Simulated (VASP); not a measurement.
Wanted: the native input for a VASP 6.6.1 run.

- Task: single point
- Functional: LDA
- Potentials or basis: VASP PAW LDA potentials, release 64 (Sb)
- Cutoff: 520 eV
- k mesh: 13 × 13 × 9
- Occupations: fermi-dirac, width 0.1 eV
- Spin: no spin polarisation
- Dipole correction: no
- Further INCAR settings: ALGO = Normal; EDIFF = 1e-06; NBANDS = 12

The structure of Sb lies in POSCAR:

```
Sb
1.0
   -2.9444182598      2.9463248987      1.5730195324
    2.9463248987     -2.9444182598      1.5730195324
    2.9790077067      2.9790077067     -1.5695275197
Sb
2
Direct
    0.9999743445      0.0000256555      0.0000000000
    0.7500256555      0.2499743445      0.5000000000
```

These files were run (other wordings do the same):

INCAR

```
SYSTEM = Sb
PREC = Accurate ; ENCUT = 520
EDIFF = 1E-6 ; ISMEAR = -1
SIGMA = 0.1 ; LREAL = .FALSE.
LASPH = .TRUE. ; NELM = 60
ALGO = Normal ; ISIF = 2
LWAVE = .FALSE. ; LCHARG = .FALSE.
GGA = CA ; NBANDS = 12
```

KPOINTS

```
Automatic mesh
0
G
  13 13 9
  0 0 0
```

Potentials or basis: VASP PAW LDA potentials, release 64 (Sb).

Launch:

```console
$ cat potpaw_LDA.64/Sb/POTCAR > POTCAR
$ mpirun -np 1 vasp_std > vasp.out
```

It gave:

| Property | Result |
| --- | --- |
| Pressure | 0.3 GPa |
| Band gap on the k mesh | zero (bands 5 and 6 overlap by 5.80 eV) |

Caveat: spin-orbit coupling is left out, which moves the levels of the heavy elements.

Run time: 110 s on 1 thread of AMD EPYC 9R45 96-Core Processor (Zen 5), on a shared host, peak memory 0.32 GiB.
